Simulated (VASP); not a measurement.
Input of a VASP 6.6.1 run:

POSCAR

```
GeBi3
1.0
    0.0000000000      3.8668210000      3.8668210000
    3.8668210000      0.0000000000      3.8668210000
    3.8668210000      3.8668210000      0.0000000000
Ge Bi
1 3
Direct
    0.0000000000      0.0000000000      0.0000000000
    0.2500000000      0.2500000000      0.2500000000
    0.7500000000      0.7500000000      0.7500000000
    0.5000000000      0.5000000000      0.5000000000
```

INCAR.step1

```
SYSTEM = GeBi3
  PREC = Accurate
  ENCUT = 600
  ISMEAR = -1
  SIGMA = 0.1
  LREAL = .False.
  LASPH = .True.
  NELM = 100
  GGA = PE
  ALGO = Normal
  EDIFF = 1E-4
  LWAVE = .True.
  LCHARG = .False.
```

File INCAR.step2:

```
SYSTEM = GeBi3
  PREC = Accurate
  ENCUT = 600
  EDIFF = 1E-6
  ISMEAR = -1
  SIGMA = 0.1
  LREAL = .False.
  LASPH = .True.
  NELM = 100
  ALGO = Normal
  ISIF = 3
  LWAVE = .False.
  LCHARG = .False.
  METAGGA = R2SCAN
  LMIXTAU = .True.
  IBRION = 2
  NSW = 50
  EDIFFG = -0.03
  ISTART = 1
```

The input KPOINTS:

```
Automatic mesh
0
Gamma
  5 5 5
  0 0 0
```

Potentials or basis: VASP PAW PBE potentials, release 64 (Ge_d, Bi_d).

Command:

```console
$ cat potpaw_PBE.64/Ge_d/POTCAR potpaw_PBE.64/Bi_d/POTCAR > POTCAR
$ cp INCAR.step1 INCAR
$ mpirun -np 1 vasp_std > vasp.out
$ cp INCAR.step2 INCAR
$ mpirun -np 1 vasp_std > vasp.out
```

Task: Predict the relaxed cell.

Result: a = 5.434 Å, b = 5.434 Å, c = 5.434 Å, α = 60.00°, β = 60.00°, γ = 60.00°.

Task: Predict the space group after relaxing (to 0.05 Å).

Result: Fm-3m (No. 225).

Final structure:
```yaml
crystal:
  lattice:
    - [0.00000, 3.84245, 3.84245]
    - [3.84245, 0.00000, 3.84245]
    - [3.84245, 3.84245, 0.00000]
  atoms:
    - { symbol: Ge, position: [0.00000, 0.00000, 0.00000] }
    - { symbol: Bi, position: [0.25000, 0.25000, 0.25000] }
    - { symbol: Bi, position: [0.75000, 0.75000, 0.75000] }
    - { symbol: Bi, position: [0.50000, 0.50000, 0.50000] }
```
